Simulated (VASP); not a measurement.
Write the native input for VASP 6.6.1 that does the following.

| Property | Result |
| --- | --- |
| Task | single point |
| Functional | LDA |
| Potentials or basis | VASP PAW LDA potentials, release 64 (Zr_sv) |
| Cutoff | 520 eV |
| k mesh | 13 × 13 × 13 |
| Occupations | fermi-dirac, width 0.1 eV |
| Spin | no spin polarisation |
| Dipole correction | no |
| Further INCAR settings | ALGO = Normal; EDIFF = 1e-06; NBANDS = 12 |

The structure of Zr lies in POSCAR:

```
Zr
1.0
    2.7933989901      0.0000000000      0.0000000000
    0.0000000000      2.7933989901      0.0000000000
    0.0000000000      0.0000000000      2.7933989901
Zr
1
Direct
    0.0000000000      0.0000000000      0.0000000000
```

This cell differs from its parent crystal: volume scaled by 0.96.

The input as run:

INCAR

```
SYSTEM = Zr
ALGO = Normal
EDIFF = 1E-6
ENCUT = 520
ISIF = 2
ISMEAR = -1
LASPH = .TRUE.
LCHARG = .TRUE.
LELF = .TRUE.
LREAL = .FALSE.
LVHAR = .TRUE.
LWAVE = .FALSE.
NBANDS = 12
NELM = 100
PREC = Accurate
SIGMA = 0.1
```

KPOINTS

```
k-points
0
G
  13 13 13
  0 0 0
```

Potentials or basis: VASP PAW LDA potentials, release 64 (Zr_sv).

The run is started by

```console
$ cat potpaw_LDA.64/Zr_sv/POTCAR > POTCAR
$ mpirun -np 1 vasp_std > vasp.out
```

It gave:

```json
{
  "Pressure": "4.3 GPa",
  "Band gap on the k mesh": "zero (band 6 reaches 10.10 eV, above the bottom of band 7 at 7.18 eV)"
}
```

It used 19 s of CPU time on 1 thread of AMD EPYC 7R13 Processor (Zen 3), with other jobs on the host.
